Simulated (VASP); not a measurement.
## Ta: single point with BLYP+D3(BJ)

Crystal: Ta.

```
Ta
1.0
     2.85054    0.00000    0.00000
    -1.42527    2.46864    0.00000
     0.00000    0.00000    5.09947
Ta
2
Direct
  0.33333 0.66667 0.25000
  0.66667 0.33333 0.75000
```

This isn't the form of Ta at room conditions, which is bcc.

| Property | Result |
| --- | --- |
| Program | VASP 6.6.1 |
| Task | single point |
| Functional | BLYP |
| Dispersion | D3(BJ) |
| Potentials or basis | VASP PAW PBE potentials, release 64 (Ta_sv_GW) |
| Cutoff | 500 eV |
| k mesh | 11 × 11 × 5 |
| Occupations | fermi-dirac, width 0.05 eV |
| Spin | no spin polarisation |

| Quantity | Value |
| --- | --- |
| Pressure | -0.4 GPa |
| Band gap on the k mesh | zero (bands 13 and 14 overlap by 1.79 eV) |
| Dispersion energy per atom | -1.645 eV |

Stress tensor (GPa, compression positive):
```
-0.42  0.00  0.00
 0.00 -0.42  0.00
 0.00  0.00 -0.33
```

Levels at points of the mesh, in eV from the Fermi level:
| k point | band 9 | band 10 | band 11 | band 12 | band 13 | band 14 | band 15 | band 16 | band 17 | band 18 |
| --- | --- | --- | --- | --- | --- | --- | --- | --- | --- | --- |
| (0.00, 0.00, 0.00) | -8.18 | -5.03 | -0.77 | 0.28 | 0.51 | 0.51 | 1.08 | 1.08 | 3.01 | 3.01 |

Run time: 40 s on 1 thread of AMD EPYC 7R13 Processor (Zen 3), with other jobs on the host, peak memory 0.16 GiB.

Caveat: the dispersion term is far too large for a dense solid, which distorts pressure and volume; the PAW data sets were made with another functional, which shifts forces and pressure a little; spin-orbit coupling is left out, which moves the levels of the heavy elements.
